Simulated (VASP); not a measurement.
Write the native input for VASP 6.6.1 that does the following.

* Task: single point
* Functional: PBE
* Potentials or basis: VASP PAW PBE potentials, release 64 (Si, Ti_sv)
* Cutoff: 520 eV
* k mesh: 2 × 2 × 2
* Occupations: fermi-dirac, width 0.02 eV
* Spin: no spin polarisation
* Dipole correction: no
* Further INCAR settings: LREAL = Auto; ALGO = Normal; EDIFF = 1e-07; NBANDS = 52

The structure of TiSi16 (a cell with a defect) lies in POSCAR:

```
TiSi16
1.0
    0.0000000000      5.4300000000      5.4300000000
    5.4300000000      0.0000000000      5.4300000000
    5.4300000000      5.4300000000      0.0000000000
Si Ti
16 1
Direct
    0.0010773481      0.0235451197     -0.0194198895
    0.0622559853      0.1837661142      0.1028268877
    0.0559852670     -0.0082320442      0.4381767956
    0.1394567219      0.1080018416      0.6135082873
   -0.0711141805      0.6494751381     -0.0504696133
    0.1314825046      0.6487753223      0.0962154696
    0.0370257827      0.4736924494      0.4639686924
    0.1480018416      0.6359760589      0.6055156538
    0.4637016575     -0.0226703499     -0.0376058932
    0.6374493554      0.0629189687      0.1466022099
    0.5196316759     -0.0283609576      0.5338121547
    0.6658379374      0.1260405157      0.5837200737
    0.5444475138      0.4443922652      0.0545027624
    0.5953038674      0.6504972376      0.1636095764
    0.5125414365      0.4819337017      0.5408103131
    0.6317403315      0.5926243094      0.6859392265
    0.3323572744      0.3627624309      0.9207182320
```

One way to write it, as run:

INCAR

```
PREC = Accurate
ENCUT = 520
EDIFF = 1E-7
ISMEAR = -1
SIGMA = 0.02
LREAL = Auto
LASPH = T
NELM = 60
ALGO = Normal
ISIF = 2
LWAVE = F
LCHARG = F
GGA = PE
NBANDS = 52
```

KPOINTS

```
Automatic mesh
0
Gamma
  2 2 2
```

Potentials or basis: VASP PAW PBE potentials, release 64 (Si, Ti_sv).

The run is started by

```bash
$ cat potpaw_PBE.64/Si/POTCAR potpaw_PBE.64/Ti_sv/POTCAR > POTCAR
$ mpirun -np 1 vasp_std > vasp.out
```

It gave:

```yaml
Pressure: 3.1 GPa
Largest_force: 2.228 eV/Å
Band_gap_on_the_k_mesh: zero (band 38 reaches 6.81 eV, above the bottom of band 39 at 6.59 eV)
```

Caveat: the k points lie up to 0.50 Å⁻¹ apart.

Wall time 110 s on 1 thread of Intel(R) Xeon(R) 6975P-C (Granite Rapids) (shared host), peak memory 0.5 GiB.
